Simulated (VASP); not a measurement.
Wanted: the native input for a VASP 6.6.1 run.

- Task: single point
- Functional: revPBE
- Potentials or basis: VASP PAW PBE potentials, release 64 (In_d, P)
- Cutoff: 520 eV
- k mesh: 8 × 8 × 8
- Occupations: fermi-dirac, width 0.05 eV
- Spin: no spin polarisation
- Dipole correction: no
- Further INCAR settings: ALGO = Normal; EDIFF = 1e-07; NBANDS = 16

The structure of InP lies in POSCAR:

```
InP
1.0
    0.0000000000      2.9499078504      2.9499078504
    2.9499078504      0.0000000000      2.9499078504
    2.9499078504      2.9499078504      0.0000000000
In P
1 1
Direct
    0.0000000000      0.0000000000      0.0000000000
    0.7500000000      0.7500000000      0.7500000000
```

One way to write it, as run:

INCAR

```
SYSTEM = InP
PREC     = Accurate       ! precision mode
ENCUT    = 520            ! plane-wave cutoff, eV
EDIFF    = 1E-7           ! SCF threshold, eV
ISMEAR   = -1             ! smearing method
SIGMA    = 0.05           ! smearing width, eV
LREAL    = .FALSE.        ! projectors in reciprocal space
LASPH    = .TRUE.         ! aspherical terms in the spheres
NELM     = 100            ! most SCF steps
ALGO     = Normal         ! electronic algorithm
ISIF     = 2              ! what is computed and relaxed
LWAVE    = .FALSE.        ! write WAVECAR
LCHARG   = .FALSE.        ! write CHGCAR
GGA      = RE             ! functional
NBANDS   = 16             ! bands
```

KPOINTS

```
regular mesh
0
G
  8 8 8
  0 0 0
```

Potentials or basis: VASP PAW PBE potentials, release 64 (In_d, P).

The run is started by

```sh
$ cat potpaw_PBE.64/In_d/POTCAR potpaw_PBE.64/P/POTCAR > POTCAR
$ mpirun -np 1 vasp_std > vasp.out
```

Results of the run:

* Pressure: 3.2 GPa
* Band gap on the k mesh: 0.70 eV, direct

Caveat: the PAW data sets were made with another functional, which shifts forces and pressure a little; spin-orbit coupling is left out, which moves the levels of the heavy elements.

Wall time 22 s on 1 thread of AMD EPYC 7R13 Processor (Zen 3), on a shared host, peak memory 0.15 GiB.
